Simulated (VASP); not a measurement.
# Rh (P6_3/mmc) in VASP: a series of runs

Runs on Rh. Level: LDA. Tasks: single point.

All numbers are computed with VASP 6.6.1; they aren't measurements. Logs are shortened: lines on timing, memory, paths and dates and some standing lists are left out, and cuts for length are marked.

## Step 1: The cell of the first run

The structure is hexagonal, space group P6_3/mmc (No. 194). The conventional cell has a = 2.685 Å, b = 2.685 Å, c = 4.353 Å, α = 90.00°, β = 90.00°, γ = 120.00°. Rh (site symmetry -6m2) has 12 Rh at 2.67 to 2.68 Å within 3.5 Å.

## Step 2: Single point, LDA

INCAR

```
SYSTEM = Rh
PREC = Accurate ; ENCUT = 520
EDIFF = 1E-6 ; ISMEAR = 1
SIGMA = 0.1 ; LREAL = .False.
LASPH = .True. ; NELM = 80
ALGO = Normal ; ISIF = 2
LWAVE = .False. ; LCHARG = .False.
NBANDS = 22
```

KPOINTS

```
regular mesh
0
Gamma
  12 12 7
  0 0 0
```

POSCAR

```
Rh
1.0
    2.6846822765      0.0000000000      0.0000000000
   -1.3423416298      2.3250028646      0.0000000000
    0.0000000000      0.0000000000      4.3534153613
Rh
2
Direct
    0.6666666667      0.3333333333      0.7500000000
    0.3333333333      0.6666666667      0.2500000000
```

Potentials or basis: VASP PAW LDA potentials, release 64 (Rh_pv).

On the command line:

```sh
$ cat potpaw_LDA.64/Rh_pv/POTCAR > POTCAR
$ mpirun -np 1 vasp_std > vasp.out
```

OUTCAR:

```text
SYSTEM = Rh
   PREC = Accurate
   ENCUT = 520
   EDIFF = 1E-6
   ISMEAR = 1
   LREAL = .False.
   LASPH = .True.
   NELM = 80
   ISIF = 2

 ion  position               nearest neighbor table
   1  0.667  0.333  0.750-   2 2.67   2 2.67   2 2.67   2 2.67   2 2.67   2 2.67
   2  0.333  0.667  0.250-   1 2.67   1 2.67   1 2.67   1 2.67   1 2.67   1 2.67

  LATTYP: Found a hexagonal cell.
 ALAT       =     2.6846822765
 C/A-ratio  =     1.6215756328

  Lattice vectors:

 A1 = (   2.6846822765,   0.0000000000,   0.0000000000)
 A2 = (  -1.3423416298,   2.3250028646,   0.0000000000)
 A3 = (   0.0000000000,   0.0000000000,   4.3534153613)

Analysis of symmetry for initial positions (statically):
=====================================================================
 Subroutine PRICEL returns:
 Original cell was already a primitive cell.

 Routine SETGRP: Setting up the symmetry group for a
 hexagonal supercell.

 Subroutine GETGRP returns: Found 24 space group operations
 (whereof 12 operations were pure point group operations)
 out of a pool of 24 trial point group operations.

The static configuration has the point symmetry D_3d.
 The point group associated with its full space group is D_6h.

Analysis of symmetry for dynamics (positions and initial velocities):
=====================================================================
 Subroutine PRICEL returns:
 Original cell was already a primitive cell.

 Routine SETGRP: Setting up the symmetry group for a
 hexagonal supercell.

 Subroutine GETGRP returns: Found 24 space group operations
 (whereof 12 operations were pure point group operations)
 out of a pool of 24 trial point group operations.

The dynamic configuration has the point symmetry D_3d.
 The point group associated with its full space group is D_6h.

 Subroutine INISYM returns: Found 24 space group operations
 (whereof 12 operations are pure point group operations),
 and found     1 'primitive' translations

----------------------------------------------------------------------------------------

                                     Primitive cell

  volume of cell :      27.1736

  direct lattice vectors                    reciprocal lattice vectors
     2.684682276  0.000000000  0.000000000     0.372483556  0.215053577  0.000000000
    -1.342341630  2.325002865  0.000000000     0.000000000  0.430106997  0.000000000
     0.000000000  0.000000000  4.353415361     0.000000000  0.000000000  0.229704707

  length of vectors
     2.684682276  2.684682360  4.353415361     0.430107010  0.430106997  0.229704707

  position of ions in fractional coordinates (direct lattice)
[... 74 lines left out ...]
   LNONCOLLINEAR =      F non collinear calculations
   LSORBIT =      F    spin-orbit coupling
   LASPH  =      T    aspherical Exc in radial PAW
   ENCUT  =  520.0 eV  38.22 Ry    6.18 a.u.   4.99  4.99  8.09*2*pi/ulx,y,z
   NELM   =     80;   NELMIN=  2; NELMDL= -5     # of ELM steps
   EDIFF  = 0.1E-05   stopping-criterion for ELM
   LREAL  =      F    real-space projection
   EDIFFG = 0.1E-04   stopping-criterion for IOM
   NSW    =      0    number of steps for IOM
   IBRION =     -1    ionic relax: 0-MD 1-quasi-New 2-CG
   NFREE  =      0    steps in history (QN), initial steepest desc. (CG)
   ISIF   =      2    stress and relaxation
   ISYM   =      2    0-nonsym 1-usesym 2-fastsym
   POTIM  = 0.5000    time-step for ionic-motion
   TEBEG  =    0.0;   TEEND  =   0.0 temperature during run
   PSTRESS=    0.0 pullay stress
   NELECT =      30.0000    total number of electrons
   NUPDOWN=      -1.0000    fix difference up-down
   EMIN   =  10.00;   EMAX   =-10.00  energy-range for DOS
   EFERMI =   0.00;   METHOD = LEGACY
   ISMEAR =     1;   SIGMA  =   0.10  broadening in eV -4-tet -1-fermi 0-gaus
   EFERMI_NEDOS =   21; number of points for ismear=-14 and -15
   IALGO  =     38    algorithm
   IMIX   =      4    mixing-type and parameters
     AMIX     =   0.40;   BMIX     =  1.00
     AMIX_MAG =   1.60;   BMIX_MAG =  1.00
  volume/ion in A,a.u.               =      13.59        91.69
  Fermi-wavevector in a.u.,A,eV,Ry     =   1.691998  3.197412 38.951521  2.862856
  Thomas-Fermi vector in A             =   2.773663
   LORBIT       =      0    0 simple, 1 ext, 2 COOP (PROOUT), +10 PAW based schemes
   GGA     = CA    functional components
   LHFCALC =     F    Hartree Fock is set to
   AEXX    =    0.0000 exact exchange contribution
   IVDW    =     0    specifies the selected vdW correction
   LEPSILON=     F    determine dielectric tensor
   LRPA    =     F    only Hartree local field effects (RPA)
 non-spin polarized calculation
 Methfessel and Paxton  Order N= 1 SIGMA  =   0.10
  energy-cutoff  :      520.00
  volume of cell :       27.17
 maximum number of plane-waves:       756
 NGX is ok and might be reduce to    20
   NGX =  9   NGY =  9   NGZ = 17

 number of electron      30.0000004 magnetization

 Free energy of the ion-electron system (eV)
  ---------------------------------------------------
  ext. energy  EPLUGINS =         0.00000000
  ---------------------------------------------------
  free energy    TOTEN  =       -17.27460908 eV

  energy without entropy =      -17.27326173  energy(sigma->0) =      -17.27415997

 E-fermi :  12.0526     XC(G=0): -14.4266

 val. band max:       12.0517610851   @ k =   0.2500   0.1667   0.1429
 cond. band min:      12.0525952839   @ k =   0.3333   0.0000   0.4286
 fundamental gap:      0.0008341988
 Fermi energy:        12.0525801148

 k-point     1 :       0.0000    0.0000    0.0000
  band No.  band energies     occupation
      1     -35.0406      2.00000
      2     -34.3520      2.00000
      3     -34.3520      2.00000
      4     -34.2500      2.00000
      5     -34.2404      2.00000
      6     -34.2404      2.00000
[... 589 lines left out ...]
     21      27.5003      0.00000
     22      27.7247      0.00000

 [... further k-points ...]
[... 5 lines left out ...]
  --------------------------------------------------------------------------------------
  -------------------------------------------------------------------------------------
  Total       -1.0913106     -1.0913104     -1.0202068      0.0000002      0.0000000      0.0000000
  in kB      -64.3446533    -64.3446429    -60.1523109      0.0000136      0.0000000      0.0000000
  external PRESSURE =     -62.9472024 kB  Pullay stress =       0.0000000 kB

 VOLUME and BASIS-vectors are now :
 -----------------------------------------------------------------------------
  energy-cutoff  :      520.00
  volume of cell :       27.17
      direct lattice vectors                 reciprocal lattice vectors
     2.684682276  0.000000000  0.000000000     0.372483556  0.215053577  0.000000000
    -1.342341630  2.325002865  0.000000000     0.000000000  0.430106997  0.000000000
     0.000000000  0.000000000  4.353415361     0.000000000  0.000000000  0.229704707

 POSITION                                       TOTAL-FORCE (eV/Angst)
 -----------------------------------------------------------------------------------
      1.34234      0.77500      3.26506         0.000000     -0.000000      0.000000
     -0.00000      1.55000      1.08835         0.000000      0.000000      0.000000
 -----------------------------------------------------------------------------------
    total drift:                                0.000000     -0.000000      0.000000

  FREE ENERGIE OF THE ION-ELECTRON SYSTEM (eV)
  ---------------------------------------------------
  free  energy   TOTEN  =       -17.2746090827 eV

  energy  without entropy=      -17.2732617334  energy(sigma->0) =      -17.27415997
```

Wall time 24 s (1 thread of Intel Xeon Platinum 8488C (Sapphire Rapids), shared host); peak memory 0.14 GiB.

Results:

| Property | Result |
| --- | --- |
| Free energy | -17.2746 eV |
| Pressure | -6.3 GPa |
| Band gap on the k mesh | zero (band 15 reaches 12.67 eV, above the bottom of band 16 at 10.19 eV) |

## Step 3: Single point, LDA

This run uses another cell than the first one, of 14.02 Å³/atom, 1.032 times its volume.

INCAR

```
SYSTEM = Rh
ALGO = Normal ; EDIFF = 1E-6
ENCUT = 520 ; GGA = CA
ISIF = 2 ; ISMEAR = 1
LASPH = .TRUE. ; LCHARG = .TRUE.
LELF = .TRUE. ; LREAL = .FALSE.
LVHAR = .TRUE. ; LWAVE = .FALSE.
NBANDS = 22 ; NELM = 100
PREC = Accurate ; SIGMA = 0.1
```

KPOINTS

```
k-points
0
G
  12 12 7
  0 0 0
```

POSCAR

```
Rh
1.0
    2.7126497296      0.0000000000      0.0000000000
   -1.3563253614      2.3492233875      0.0000000000
    0.0000000000      0.0000000000      4.3987667018
Rh
2
Direct
    0.6666666667      0.3333333333      0.7500000000
    0.3333333333      0.6666666667      0.2500000000
```

Potentials or basis: VASP PAW LDA potentials, release 64 (Rh_pv).

On the command line:

```sh
$ cat potpaw_LDA.64/Rh_pv/POTCAR > POTCAR
$ mpirun -np 1 vasp_std > vasp.out
```

Wall time 28 s (1 thread of Intel Xeon Platinum 8488C (Sapphire Rapids), shared host); peak memory 0.15 GiB.

It converged, with:

```
Free energy            : -17.2193 eV
Pressure               : -14.4 GPa
Band gap on the k mesh : zero (band 15 reaches 12.05 eV, above the bottom of band 16 at 9.70 eV)
```

Stress tensor (GPa, compression positive):
```
-14.43   0.00   0.00
  0.00 -14.43   0.00
  0.00   0.00 -14.23
```

Levels at points of the mesh, in eV from the Fermi level:
```
           k point  band 11  band 12  band 13  band 14  band 15  band 16  band 17  band 18  band 19  band 20
(0.00, 0.00, 0.00)    -3.00    -2.49    -2.49    -1.88    -1.88     0.11     0.11     0.66     8.32    15.85
(0.50, 0.00, 0.00)    -2.69    -2.24    -2.14     0.40     0.58     0.70     2.94     4.99    10.08    10.57
```

## Step 4: Single point, LDA

This run uses another cell than the first one, of 14.44 Å³/atom, 1.063 times its volume.

INCAR

```
SYSTEM = Rh
PREC     = Accurate       ! precision mode
ENCUT    = 520            ! plane-wave cutoff, eV
EDIFF    = 1E-7           ! SCF threshold, eV
ISMEAR   = 1              ! smearing method
SIGMA    = 0.1            ! smearing width, eV
LREAL    = .False.        ! projectors in reciprocal space
LASPH    = .True.         ! aspherical terms in the spheres
NELM     = 100            ! most SCF steps
ALGO     = Normal         ! electronic algorithm
ISIF     = 2              ! what is computed and relaxed
LWAVE    = .False.        ! write WAVECAR
LCHARG   = .False.        ! write CHGCAR
GGA      = CA             ! functional
NBANDS   = 22             ! bands
```

KPOINTS

```
Automatic mesh
0
Gamma
  12 12 7
  0 0 0
```

POSCAR

```
Rh
1.0
    2.7400520866      0.0000000000      0.0000000000
   -1.3700265450      2.3729545228      0.0000000000
    0.0000000000      0.0000000000      4.4432016961
Rh
2
Direct
    0.6666666667      0.3333333333      0.7500000000
    0.3333333333      0.6666666667      0.2500000000
```

On the command line:

```sh
$ cat potpaw_LDA.64/Rh_pv/POTCAR > POTCAR
$ mpirun -np 1 vasp_std > vasp.out
```

It took 23 s on 1 thread of Intel Xeon Platinum 8488C (Sapphire Rapids), shared host; peak memory 0.15 GiB.

The run converged. Its results:

```
Free energy            : -17.1249 eV
Pressure               : -20.9 GPa
Band gap on the k mesh : zero (band 15 reaches 11.47 eV, above the bottom of band 16 at 9.24 eV)
```

Levels at points of the mesh, in eV from the Fermi level:
```tsv
k point	band 12	band 13	band 14	band 15	band 16	band 17	band 18	band 19
(0.00, 0.00, 0.00)	-2.37	-2.37	-1.79	-1.79	0.10	0.10	0.70	8.03
(0.50, 0.00, 0.00)	-2.14	-2.04	0.38	0.55	0.66	2.86	4.84	9.86
```

## Step 5: Single point, LDA

This run uses another cell than the first one, of 14.87 Å³/atom, 1.095 times its volume.

INCAR

```
ALGO = Normal
EDIFF = 1E-6
ENCUT = 520
GGA = CA
ISIF = 2
ISMEAR = 1
LASPH = T
LCHARG = F
LREAL = F
LWAVE = F
NBANDS = 22
NELM = 60
PREC = Accurate
SIGMA = 0.1
```

KPOINTS

```
k-points
0
Gamma
  12 12 7
```

POSCAR

```
Rh
1.0
    2.7669170555      0.0000000000      0.0000000000
   -1.3834590343      2.3962202665      0.0000000000
    0.0000000000      0.0000000000      4.4867652751
Rh
2
Direct
    0.6666666667      0.3333333333      0.7500000000
    0.3333333333      0.6666666667      0.2500000000
```

Potentials or basis: VASP PAW LDA potentials, release 64 (Rh_pv).

On the command line:

```sh
$ cat potpaw_LDA.64/Rh_pv/POTCAR > POTCAR
$ mpirun -np 1 vasp_std > vasp.out
```

OUTCAR:

```text
EDIFF = 1E-6
   ENCUT = 520
   GGA = CA
   ISIF = 2
   ISMEAR = 1
   LASPH = T
   LREAL = F
   NELM = 60
   PREC = Accurate

 ion  position               nearest neighbor table
   1  0.667  0.333  0.750-   2 2.75   2 2.75   2 2.75   2 2.75   2 2.75   2 2.75
   2  0.333  0.667  0.250-   1 2.75   1 2.75   1 2.75   1 2.75   1 2.75   1 2.75

  LATTYP: Found a hexagonal cell.
 ALAT       =     2.7669170555
 C/A-ratio  =     1.6215756328

  Lattice vectors:

 A1 = (   2.7669170555,   0.0000000000,   0.0000000000)
 A2 = (  -1.3834590343,   2.3962202665,   0.0000000000)
 A3 = (   0.0000000000,   0.0000000000,   4.4867652751)

Analysis of symmetry for initial positions (statically):
=====================================================================
 Subroutine PRICEL returns:
 Original cell was already a primitive cell.

 Routine SETGRP: Setting up the symmetry group for a
 hexagonal supercell.
[... 153 lines left out ...]
 Methfessel and Paxton  Order N= 1 SIGMA  =   0.10
  energy-cutoff  :      520.00
  volume of cell :       29.75
 maximum number of plane-waves:       814
 NGX is ok and might be reduce to    24
   NGX = 11   NGY = 11   NGZ = 17

 number of electron      30.0000000 magnetization

 Free energy of the ion-electron system (eV)
  ---------------------------------------------------
  ext. energy  EPLUGINS =         0.00000000
  ---------------------------------------------------
  free energy    TOTEN  =       -16.99850969 eV

  energy without entropy =      -16.99679950  energy(sigma->0) =      -16.99793962

 E-fermi :  10.4139     XC(G=0): -13.8556

 val. band max:       10.4124619281   @ k =   0.2500   0.1667   0.1429
 cond. band min:      10.4217603188   @ k =   0.0000   0.0000   0.1429
 fundamental gap:      0.0092983908
 Fermi energy:        10.4138890020

 k-point     1 :       0.0000    0.0000    0.0000
  band No.  band energies     occupation
      1     -36.2963      2.00000
      2     -35.7898      2.00000
      3     -35.7898      2.00000
      4     -35.7196      2.00000
      5     -35.7069      2.00000
      6     -35.7069      2.00000
[... 589 lines left out ...]
     21      25.1122      0.00000
     22      25.5119      0.00000

 [... further k-points ...]
[... 5 lines left out ...]
  --------------------------------------------------------------------------------------
  -------------------------------------------------------------------------------------
  Total       -4.8685309     -4.8685301     -4.9178074      0.0000010     -0.0000000      0.0000000
  in kB     -262.2118332   -262.2117908   -264.8657899      0.0000554     -0.0000000      0.0000000
  external PRESSURE =    -263.0964713 kB  Pullay stress =       0.0000000 kB

 VOLUME and BASIS-vectors are now :
 -----------------------------------------------------------------------------
  energy-cutoff  :      520.00
  volume of cell :       29.75
      direct lattice vectors                 reciprocal lattice vectors
     2.766917056  0.000000000  0.000000000     0.361413075  0.208662029  0.000000000
    -1.383459034  2.396220266  0.000000000     0.000000000  0.417323905  0.000000000
     0.000000000  0.000000000  4.486765275     0.000000000  0.000000000  0.222877717

 POSITION                                       TOTAL-FORCE (eV/Angst)
 -----------------------------------------------------------------------------------
      1.38346      0.79874      3.36507         0.000000      0.000000      0.000000
     -0.00000      1.59748      1.12169        -0.000000     -0.000000      0.000000
 -----------------------------------------------------------------------------------
    total drift:                                0.000000     -0.000000      0.000000

  FREE ENERGIE OF THE ION-ELECTRON SYSTEM (eV)
  ---------------------------------------------------
  free  energy   TOTEN  =       -16.9985096861 eV

  energy  without entropy=      -16.9967995000  energy(sigma->0) =      -16.99793962
```

Run time: 22 s. Hardware: 1 thread of Intel Xeon Platinum 8488C (Sapphire Rapids), shared host; peak memory 0.16 GiB.

What came out:

* Free energy: -16.9985 eV
* Pressure: -26.3 GPa
* Band gap on the k mesh: zero (band 15 reaches 10.93 eV, above the bottom of band 16 at 8.81 eV)

Levels at points of the mesh, in eV from the Fermi level:
```tsv
k point	band 13	band 14	band 15	band 16	band 17	band 18
(0.00, 0.00, 0.00)	-2.27	-1.71	-1.71	0.10	0.10	0.74
(0.50, 0.00, 0.00)	-1.95	0.36	0.52	0.62	2.77	4.70
```

[end of part 1 of 2]
